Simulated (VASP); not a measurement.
Here is a VASP 6.6.1 calculation.

INCAR

```
PREC = Accurate
ENCUT = 520
EDIFF = 1E-7
ISMEAR = -1
SIGMA = 0.05
LREAL = F
LASPH = T
NELM = 150
ALGO = Normal
ISIF = 2
LWAVE = F
LCHARG = F
LMAXMIX = 4
LDAU = T
LDAUTYPE = 2
LDAUL = -1 2
LDAUU = 0 8
LDAUJ = 0 0
LDAUPRINT = 1
GGA = PE
NBANDS = 21
```

File KPOINTS:

```
regular mesh
0
Gamma
  9 9 9
```

Contents of POSCAR:

```
GeW
1.0
    0.0000000000      2.6133781630      2.6133781630
    2.6133781630      0.0000000000      2.6133781630
    2.6133781630      2.6133781630      0.0000000000
Ge W
1 1
Direct
    0.5000000000      0.5000000000      0.5000000000
    0.0000000000      0.0000000000      0.0000000000
```

Potentials or basis: VASP PAW PBE potentials, release 64 (Ge_d, W_sv).

Launch:

```bash
$ cat potpaw_PBE.64/Ge_d/POTCAR potpaw_PBE.64/W_sv/POTCAR > POTCAR
$ mpirun -np 1 vasp_std > vasp.out
```

What does it give for the band gap on the k mesh?

Zero (band 14 reaches 9.92 eV, above the bottom of band 15 at 7.94 eV).

What does it give for the pressure?

1.2 GPa.

Eigenvalues of the final occupation matrices:
```csv
site,spin,trace,eigenvalues
site 2 d,1,1.58,0.25 0.25 0.25 0.41 0.41
site 2 d,2,1.58,0.25 0.25 0.25 0.41 0.41
```

Caveat: spin-orbit coupling is left out, which moves the levels of the heavy elements; U without spin polarisation on a metal has little footing; the U is typed as a test and isn't derived for this compound.
